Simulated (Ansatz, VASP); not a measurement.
BiTe in VASP and in Ansatz

```xyz
4
Lattice="4.0772 0.0000 0.0000 -2.0386 3.5309 0.0000 0.0000 0.0000 10.8462" Properties=species:S:1:pos:R:3 pbc="T T T"
Bi    0.0000    2.3539    2.7115
Bi    2.0386    1.1770    8.1346
Te    0.0000    2.3539    8.1346
Te    2.0386    1.1770    2.7115
```

Alike in both runs: task relaxation of cell and atoms; functional PBE; k mesh 6 × 6 × 2; occupations gaussian, width 0.1 eV; no spin polarisation.

|  | VASP | Ansatz |
| --- | --- | --- |
| version | VASP 6.6.1 | Ansatz 0.2.0 |
| potentials or method | VASP PAW PBE potentials, release 64 (Bi_d, Te), cutoff 600 eV | scalar-relativistic, plane waves, PAW |
| valence electrons in the cell | 42 | 62 |

Ansatz gave:

```
gap on the k mesh at the Fermi level, each at its own relaxed structure (eV) : none
relaxed volume (Å³/atom)                                                     : 42.46
relaxed length of the cell vector where the two differ most in proportion (Å)              : 6.874
```

Task: Estimate VASP's values.

Result: gap on the k mesh at the Fermi level, each at its own relaxed structure (eV): none; relaxed volume (Å³/atom): 42.39; relaxed length of the cell vector where the two differ most in proportion (Å): 6.867.

A gap of «none» marks a metal or a gap that the smearing closes. VASP's potentials hold 42 valence electrons a cell and Ansatz's 62, so a difference there can come from the potentials and not from the codes.

Neither program's run includes spin-orbit coupling.
